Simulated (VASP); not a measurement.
A run of VASP 6.6.1 is set up as follows.

INCAR

```
  ALGO = Fast
  EDIFF = 1E-6
  ENCUT = 520
  GGA = PE
  ISIF = 2
  ISMEAR = 0
  LASPH = True
  LCHARG = False
  LREAL = False
  LWAVE = False
  NBANDS = 18
  NELM = 60
  PREC = Accurate
  SIGMA = 0.15
```

Contents of KPOINTS:

```
k-points
0
Gamma
  24 24 12
```

File POSCAR:

```
Cu
1.0
    2.4073918363      0.0000000000      0.0000000000
   -1.2036959182      2.0848624871      0.0000000000
    0.0000000000      0.0000000000      3.9069424500
Cu
2
Direct
    0.3333333333      0.6666666667      0.2500000000
    0.6666666667      0.3333333333      0.7500000000
```

Potentials or basis: VASP PAW PBE potentials, release 64 (Cu).

Command:

```bash
$ cat potpaw_PBE.64/Cu/POTCAR > POTCAR
$ mpirun -np 1 vasp_std > vasp.out
```

(1) What does it give for the band gap on the k mesh?

(2) Estimate the pressure.

Results:

(1) zero (band 11 reaches 14.65 eV, above the bottom of band 12 at 7.88 eV).

(2) 46.6 GPa.

Caveat: the cell differs from its parent crystal (strain -0.050 along x and y, -0.050 along z).
